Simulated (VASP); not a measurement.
# ZnGa2O2 (P4/mmm) in VASP: single point with PBE

Aim: the single point of ZnGa2O2 with PBE.

All numbers are computed with VASP 6.6.1; they aren't measurements. Logs are shortened: lines on timing, memory, paths and dates and some standing lists are left out, and cuts for length are marked.

## 1. The cell of the first run

Symmetry: P4/mmm, No. 123, tetragonal system. Conventional cell: a = 3.639 Å, b = 3.639 Å, c = 4.945 Å, α = 90.00°, β = 90.00°, γ = 90.00°. Zn (site symmetry 4/mmm) has 8 Ga at 2.87 Å and 8 O at 3.07 Å and 4 Zn at 3.64 Å within 3.8 Å. Ga (site symmetry 4mm) has 4 O at 2.18 Å and 2 Ga at 2.39 to 2.55 Å and 4 Zn at 2.87 Å within 2.9 Å. Within 2.9 Å of O (site symmetry mmm) lie 4 Ga at 2.18 Å and 4 O at 2.57 Å.

## 2. Single point, PBE

Input file POSCAR:

```
ZnGa2O2
1.0
    3.6385771465      0.0000000000      0.0000000000
    0.0000000000      3.6385771465      0.0000000000
    0.0000000000      0.0000000000      4.9450533562
Zn Ga O
1 2 2
Direct
    0.0000000000      0.0000000000      0.0000000000
    0.5000000000      0.5000000000      0.7418477596
    0.5000000000      0.5000000000      0.2581522404
    0.5000000000      0.0000000000      0.5000000000
    0.0000000000      0.5000000000      0.5000000000
```

Input file INCAR.step1:

```
SYSTEM = ZnGa2O2
  ALGO = Normal
  EDIFF = 1E-7
  ENCUT = 520
  GGA = PE
  ISIF = 2
  ISMEAR = 0
  LASPH = .TRUE.
  LCHARG = .TRUE.
  LREAL = .FALSE.
  LWAVE = .FALSE.
  NBANDS = 33
  NELM = 80
  PREC = Accurate
  SIGMA = 0.1
```

Input file KPOINTS.step1:

```
k-points
0
G
  10 10 8
  0 0 0
```

Input file INCAR.step2:

```
SYSTEM = ZnGa2O2
  ALGO = Normal
  EDIFF = 1E-7
  ENCUT = 520
  GGA = PE
  ICHARG = 11
  ISIF = 2
  ISMEAR = -5
  LASPH = .TRUE.
  LCHARG = .FALSE.
  LORBIT = 10
  LREAL = .FALSE.
  LWAVE = .FALSE.
  NBANDS = 33
  NEDOS = 2001
  NELM = 80
  PREC = Accurate
  SIGMA = 0.1
```

Input file KPOINTS.step2:

```
k-points
0
G
  15 15 12
  0 0 0
```

Potentials or basis: VASP PAW PBE potentials, release 64 (Zn, Ga_d, O).

Run with:

```sh
> cat potpaw_PBE.64/Zn/POTCAR potpaw_PBE.64/Ga_d/POTCAR potpaw_PBE.64/O/POTCAR > POTCAR
> cp INCAR.step1 INCAR
> cp KPOINTS.step1 KPOINTS
> mpirun -np 1 vasp_std > vasp.out
> cp INCAR.step2 INCAR
> cp KPOINTS.step2 KPOINTS
> mpirun -np 1 vasp_std > vasp.out
```

OUTCAR:

```text
SYSTEM = ZnGa2O2
   EDIFF = 1E-7
   ENCUT = 520
   GGA = PE
   ICHARG = 11
   ISIF = 2
   ISMEAR = -5
   LASPH = .TRUE.
   LORBIT = 10
   LREAL = .FALSE.
   NELM = 80
   PREC = Accurate

 ion  position               nearest neighbor table
   1  0.000  0.000  0.000-   2 2.87   3 2.87   2 2.87   3 2.87   2 2.87   3 2.87   2 2.87   3 2.87

   2  0.500  0.500  0.742-   4 2.18   5 2.18   4 2.18   5 2.18   3 2.39   3 2.55   1 2.87   1 2.87
                             1 2.87   1 2.87
   3  0.500  0.500  0.258-   4 2.18   5 2.18   4 2.18   5 2.18   2 2.39   2 2.55   1 2.87   1 2.87
                             1 2.87   1 2.87
   4  0.500  0.000  0.500-   2 2.18   3 2.18   2 2.18   3 2.18
   5  0.000  0.500  0.500-   2 2.18   3 2.18   2 2.18   3 2.18

  LATTYP: Found a simple tetragonal cell.
 ALAT       =     3.6385771465
 C/A-ratio  =     1.3590623909

  Lattice vectors:

 A1 = (   3.6385771465,   0.0000000000,   0.0000000000)
 A2 = (   0.0000000000,   3.6385771465,   0.0000000000)
 A3 = (   0.0000000000,   0.0000000000,   4.9450533562)

Analysis of symmetry for initial positions (statically):
=====================================================================
 Subroutine PRICEL returns:
 Original cell was already a primitive cell.

 Routine SETGRP: Setting up the symmetry group for a
 simple tetragonal supercell.

 Subroutine GETGRP returns: Found 16 space group operations
 (whereof 16 operations were pure point group operations)
 out of a pool of 16 trial point group operations.

The static configuration has the point symmetry D_4h.

Analysis of symmetry for dynamics (positions and initial velocities):
=====================================================================
 Subroutine PRICEL returns:
 Original cell was already a primitive cell.

 Routine SETGRP: Setting up the symmetry group for a
 simple tetragonal supercell.

 Subroutine GETGRP returns: Found 16 space group operations
 (whereof 16 operations were pure point group operations)
 out of a pool of 16 trial point group operations.

The dynamic configuration has the point symmetry D_4h.

 Subroutine INISYM returns: Found 16 space group operations
 (whereof 16 operations are pure point group operations),
 and found     1 'primitive' translations

----------------------------------------------------------------------------------------

                                     Primitive cell

  volume of cell :      65.4688

  direct lattice vectors                    reciprocal lattice vectors
     3.638577146  0.000000000  0.000000000     0.274832705  0.000000000  0.000000000
     0.000000000  3.638577146  0.000000000     0.000000000  0.274832705  0.000000000
     0.000000000  0.000000000  4.945053356     0.000000000  0.000000000  0.202222287

  length of vectors
     3.638577146  3.638577146  4.945053356     0.274832705  0.274832705  0.202222287

  position of ions in fractional coordinates (direct lattice)
     0.000000000  0.000000000  0.000000000
     0.500000000  0.500000000  0.741847760
     0.500000000  0.500000000  0.258152240
     0.500000000  0.000000000  0.500000000
     0.000000000  0.500000000  0.500000000

  ion indices of the primitive-cell ions
   primitive index   ion index
                 1           1
                 2           2
                 3           3
                 4           4
                 5           5

----------------------------------------------------------------------------------------

 KPOINTS: k-points

Automatic generation of k-mesh.
 Grid dimensions read from file:
 generate k-points for:   15   15   12

 Generating k-lattice:

  Cartesian coordinates                     Fractional coordinates (reciprocal lattice)
     0.018322180  0.000000000  0.000000000     0.066666667  0.000000000  0.000000000
     0.000000000  0.018322180  0.000000000     0.000000000  0.066666667  0.000000000
     0.000000000  0.000000000  0.016851857     0.000000000  0.000000000  0.083333333

  Length of vectors
     0.018322180  0.018322180  0.016851857

  Shift w.r.t. Gamma in fractional coordinates (k-lattice)
     0.000000000  0.000000000  0.000000000

 TETIRR: Found   4038 inequivalent tetrahedra from    16200

 Subroutine IBZKPT returns following result:
 ===========================================

 Found    252 irreducible k-points:

 Following reciprocal coordinates:
            Coordinates               Weight
  0.000000  0.000000  0.000000      1.000000
  0.066667  0.000000  0.000000      4.000000
  0.133333  0.000000  0.000000      4.000000
  0.200000  0.000000  0.000000      4.000000
  0.266667  0.000000  0.000000      4.000000
  0.333333  0.000000  0.000000      4.000000
[... 16 lines left out ...]
  0.266667  0.200000  0.000000      8.000000
  0.333333  0.200000  0.000000      8.000000
 [... further k-points ...]
   k-points           NKPTS =    252   k-points in BZ     NKDIM =    252   number of bands    NBANDS=     33
   number of dos      NEDOS =   2001   number of ions     NIONS =      5
   total plane-waves  NPLWV =  31360
   dimension x,y,z NGX =    28 NGY =   28 NGZ =   40
   dimension x,y,z NGXF=    56 NGYF=   56 NGZF=   80
   ions per type =               1   2   2
   NGX,Y,Z   is equivalent  to a cutoff of  12.79, 12.79, 13.45 a.u.
   NGXF,Y,Z  is equivalent  to a cutoff of  25.59, 25.59, 26.89 a.u.
 SYSTEM =  ZnGa2O2
   PREC   = accura    normal or accurate (medium, high low for compatibility)
   ISTART =      0    job   : 0-new  1-cont  2-samecut
   ICHARG =     11    charge: 1-file 2-atom 10-const
   ISPIN  =      1    spin polarized calculation?
   LNONCOLLINEAR =      F non collinear calculations
   LSORBIT =      F    spin-orbit coupling
   LASPH  =      T    aspherical Exc in radial PAW
   ENCUT  =  520.0 eV  38.22 Ry    6.18 a.u.   6.77  6.77  9.19*2*pi/ulx,y,z
   NELM   =     80;   NELMIN=  2; NELMDL=  0     # of ELM steps
   EDIFF  = 0.1E-06   stopping-criterion for ELM
   LREAL  =      F    real-space projection
   EDIFFG = 0.1E-05   stopping-criterion for IOM
   NSW    =      0    number of steps for IOM
   IBRION =     -1    ionic relax: 0-MD 1-quasi-New 2-CG
   NFREE  =      0    steps in history (QN), initial steepest desc. (CG)
   ISIF   =      2    stress and relaxation
   ISYM   =      2    0-nonsym 1-usesym 2-fastsym
   POTIM  = 0.5000    time-step for ionic-motion
   TEBEG  =    0.0;   TEEND  =   0.0 temperature during run
   PSTRESS=    0.0 pullay stress
   NELECT =      50.0000    total number of electrons
   NUPDOWN=      -1.0000    fix difference up-down
   EMIN   =  10.00;   EMAX   =-10.00  energy-range for DOS
   EFERMI =   0.00;   METHOD = LEGACY
   ISMEAR =    -5;   SIGMA  =   0.10  broadening in eV -4-tet -1-fermi 0-gaus
   EFERMI_NEDOS =   21; number of points for ismear=-14 and -15
   IALGO  =     38    algorithm
   IMIX   =      4    mixing-type and parameters
     AMIX     =   0.40;   BMIX     =  1.00
     AMIX_MAG =   1.60;   BMIX_MAG =  1.00
  volume/ion in A,a.u.               =      13.09        88.36
  Fermi-wavevector in a.u.,A,eV,Ry     =   1.496420  2.827823 30.467148  2.239272
  Thomas-Fermi vector in A             =   2.608439
   LORBIT       =     10    0 simple, 1 ext, 2 COOP (PROOUT), +10 PAW based schemes
   GGA     = PE    functional components
   LHFCALC =     F    Hartree Fock is set to
   AEXX    =    0.0000 exact exchange contribution
   IVDW    =     0    specifies the selected vdW correction
   LEPSILON=     F    determine dielectric tensor
   LRPA    =     F    only Hartree local field effects (RPA)
 non-spin polarized calculation
 Fermi weights with tetrahedron method with Bloechl corrections
  energy-cutoff  :      520.00
  volume of cell :       65.47
 maximum number of plane-waves:      1795
 NGX is ok and might be reduce to    28

 number of electron      49.9999983 magnetization

 Free energy of the ion-electron system (eV)
  ---------------------------------------------------
  ext. energy  EPLUGINS =         0.00000000
  ---------------------------------------------------
  free energy    TOTEN  =       -18.31632328 eV

  energy without entropy =      -18.31632328  energy(sigma->0) =      -18.31632328

 E-fermi :   4.5667     XC(G=0): -11.3777

 val. band max:        4.6300512060   @ k =   0.1333   0.0000   0.2500
 cond. band min:       4.5508868865   @ k =   0.3333   0.3333   0.0000
 fundamental gap:     -0.0791643196
 Fermi energy:         4.5667300765

 k-point     1 :       0.0000    0.0000    0.0000
  band No.  band energies     occupation
      1     -14.5233      2.00000
      2     -12.6504      2.00000
      3     -11.2136      2.00000
      4     -10.9759      2.00000
      5     -10.9759      2.00000
      6     -10.7075      2.00000
[... 25 lines left out ...]
     32      11.7481      0.00000
     33      13.0903      0.00000

 k-point     2 :       0.0667    0.0000    0.0000
  band No.  band energies     occupation
      1     -14.5016      2.00000
      2     -12.6685      2.00000
      3     -11.2145      2.00000
      4     -10.9757      2.00000
      5     -10.9679      2.00000
      6     -10.7053      2.00000
[... 25 lines left out ...]
     32      12.0597      0.00000
     33      13.5329      0.00000

 k-point     3 :       0.1333    0.0000    0.0000
  band No.  band energies     occupation
      1     -14.4377      2.00000
      2     -12.7229      2.00000
      3     -11.2167      2.00000
      4     -10.9751      2.00000
      5     -10.9437      2.00000
      6     -10.6992      2.00000
[... 25 lines left out ...]
     32      12.9199      0.00000
     33      14.4098      0.00000

 k-point     4 :       0.2000    0.0000    0.0000
  band No.  band energies     occupation
      1     -14.3347      2.00000
      2     -12.8120      2.00000
      3     -11.2193      2.00000
      4     -10.9742      2.00000
      5     -10.9032      2.00000
      6     -10.6906      2.00000
[... 25 lines left out ...]
     32      14.0916      0.00000
     33      14.8887      0.00000

 k-point     5 :       0.2667    0.0000    0.0000
  band No.  band energies     occupation
      1     -14.1972      2.00000
      2     -12.9333      2.00000
      3     -11.2215      2.00000
      4     -10.9732      2.00000
      5     -10.8462      2.00000
      6     -10.6811      2.00000
[... 604 lines left out ...]
 k-point    22 :       0.2000    0.2000    0.0000
  band No.  band energies     occupation
      1     -14.1669      2.00000
      2     -12.9284      2.00000
      3     -11.2265      2.00000
      4     -10.9144      2.00000
      5     -10.8839      2.00000
      6     -10.6821      2.00000
[... 25 lines left out ...]
     32      12.7044      0.00000
     33      15.2192      0.00000

 k-point    23 :       0.2667    0.2000    0.0000
  band No.  band energies     occupation
      1     -14.0463      2.00000
      2     -13.0183      2.00000
      3     -11.2294      2.00000
      4     -10.9043      2.00000
      5     -10.8329      2.00000
      6     -10.6883      2.00000
[... 25 lines left out ...]
     32      13.4623      0.00000
     33      15.2471      0.00000

 k-point    24 :       0.3333    0.2000    0.0000
  band No.  band energies     occupation
      1     -13.9035      2.00000
      2     -13.1317      2.00000
      3     -11.2316      2.00000
      4     -10.9009      2.00000
      5     -10.7600      2.00000
      6     -10.6938      2.00000
[... 25 lines left out ...]
     32      14.0208      0.00000
     33      14.8871      0.00000

 [... further k-points ...]

------------------------ aborting loop because EDIFF is reached ----------------------------------------

  FORCE on cell =-STRESS in cart. coord.  units (eV):
  Direction    XX          YY          ZZ          XY          YZ          ZX
  --------------------------------------------------------------------------------------
  -------------------------------------------------------------------------------------
  Total       -0.0032934     -0.0032934      0.1264969      0.0000000     -0.0000000      0.0000000
  in kB       -0.0805971     -0.0805971      3.0956825      0.0000000     -0.0000000      0.0000000
  external PRESSURE =       0.9781628 kB  Pullay stress =       0.0000000 kB

 VOLUME and BASIS-vectors are now :
 -----------------------------------------------------------------------------
  energy-cutoff  :      520.00
  volume of cell :       65.47
      direct lattice vectors                 reciprocal lattice vectors
     3.638577146  0.000000000  0.000000000     0.274832705  0.000000000  0.000000000
     0.000000000  3.638577146  0.000000000     0.000000000  0.274832705  0.000000000
     0.000000000  0.000000000  4.945053356     0.000000000  0.000000000  0.202222287

 POSITION                                       TOTAL-FORCE (eV/Angst)
 -----------------------------------------------------------------------------------
      0.00000      0.00000      0.00000         0.000000     -0.000000      0.000000
      1.81929      1.81929      3.66848         0.000000     -0.000000      0.095746
      1.81929      1.81929      1.27658        -0.000000      0.000000     -0.095746
      1.81929      0.00000      2.47253         0.000000     -0.000000      0.000000
      0.00000      1.81929      2.47253         0.000000     -0.000000      0.000000
 -----------------------------------------------------------------------------------
    total drift:                               -0.000000      0.000000     -0.000000

  FREE ENERGIE OF THE ION-ELECTRON SYSTEM (eV)
  ---------------------------------------------------
  free  energy   TOTEN  =       -18.3163232789 eV

  energy  without entropy=      -18.3163232789  energy(sigma->0) =      -18.31632328

 total charge

# of ion       s       p       d       tot
------------------------------------------
    1        0.742   0.199   9.740  10.681
    2        0.815   0.616  10.058  11.489
    3        0.815   0.616  10.058  11.489
    4        1.593   3.321   0.000   4.915
    5        1.593   3.321   0.000   4.915
--------------------------------------------------
tot          5.558   8.074  29.857  43.489
```

Run time: 13 min. Hardware: 1 thread of Intel Xeon 8259CL, shared host; peak memory 0.55 GiB.

What came out:

| Item | Value |
| --- | --- |
| Valence electrons inside the program's atomic spheres | Zn 10.68; Ga 11.49; O 4.92 |

Caveat: tetrahedron occupations give inexact forces and stress in metals.
